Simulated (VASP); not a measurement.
Write the native input for VASP 6.6.1 that does the following.

```yaml
Task: single point
Functional: r2SCAN
Potentials_or_basis: VASP PAW PBE potentials, release 64 (Ti_sv, O)
Cutoff: 520 eV
k_mesh: 6 × 6 × 6
Occupations: gaussian, width 0.4 eV
Spin: no spin polarisation
Dipole_correction: no
Further_INCAR_settings: ALGO = Normal; EDIFF = 1e-06; NBANDS = 36
```

TiO:

```
CELL_PARAMETERS angstrom
4.98909 0.00000 0.00000
-2.49454 4.32068 0.00000
0.00000 0.00000 2.87331
ATOMIC_POSITIONS crystal
Ti 0.66667 0.33333 0.50000
Ti 0.33333 0.66667 0.50000
Ti 0.00000 0.00000 0.00000
O 0.60556 0.60556 0.00000
O 0.39444 0.00000 0.00000
O 0.00000 0.39444 0.00000
```

One way to write it, as run:

POSCAR

```
TiO
1.0
    4.9890877720      0.0000000000      0.0000000000
   -2.4945438860      4.3206767523      0.0000000000
    0.0000000000      0.0000000000      2.8733134400
Ti O
3 3
Direct
    0.6666666667      0.3333333333      0.5000000000
    0.3333333333      0.6666666667      0.5000000000
    0.0000000000      0.0000000000      0.0000000000
    0.6055592400      0.6055592400      0.0000000000
    0.3944407600      0.0000000000      0.0000000000
    0.0000000000      0.3944407600      0.0000000000
```

INCAR.step1

```
SYSTEM = TiO
PREC = Accurate ; ENCUT = 520
ISMEAR = 0 ; SIGMA = 0.4
LREAL = .False. ; LASPH = .True.
NELM = 60 ; NBANDS = 36
GGA = PE ; ALGO = Normal
EDIFF = 1E-4 ; LWAVE = .True.
LCHARG = .False.
```

INCAR.step2

```
SYSTEM = TiO
PREC = Accurate ; ENCUT = 520
EDIFF = 1E-6 ; ISMEAR = 0
SIGMA = 0.4 ; LREAL = .False.
LASPH = .True. ; NELM = 60
ALGO = Normal ; ISIF = 2
LWAVE = .False. ; LCHARG = .False.
METAGGA = R2SCAN ; LMIXTAU = .True.
NBANDS = 36 ; ISTART = 1
```

KPOINTS

```
Automatic mesh
0
Gamma
  6 6 6
  0 0 0
```

Potentials or basis: VASP PAW PBE potentials, release 64 (Ti_sv, O).

The run is started by

```sh
$ cat potpaw_PBE.64/Ti_sv/POTCAR potpaw_PBE.64/O/POTCAR > POTCAR
$ cp INCAR.step1 INCAR
$ mpirun -np 1 vasp_std > vasp.out
$ cp INCAR.step2 INCAR
$ mpirun -np 1 vasp_std > vasp.out
```

It gave:

```
Pressure               : 0.3 GPa
Largest force          : 0.016 eV/Å
Band gap on the k mesh : zero (bands 27 and 28 overlap by 1.33 eV)
```

Caveat: the k points lie up to 0.36 Å⁻¹ apart, too coarse for converged energies and pressures of a metal; so wide a smearing shifts energies and pressures; the PAW data sets were made with another functional, which shifts forces and pressure a little; semilocal functionals often make such compounds metallic where correlation or magnetic order opens a gap, which also shifts bond lengths.

Wall time 7.7 min on 1 thread of Intel Xeon 8259CL, on a shared host, peak memory 0.22 GiB.
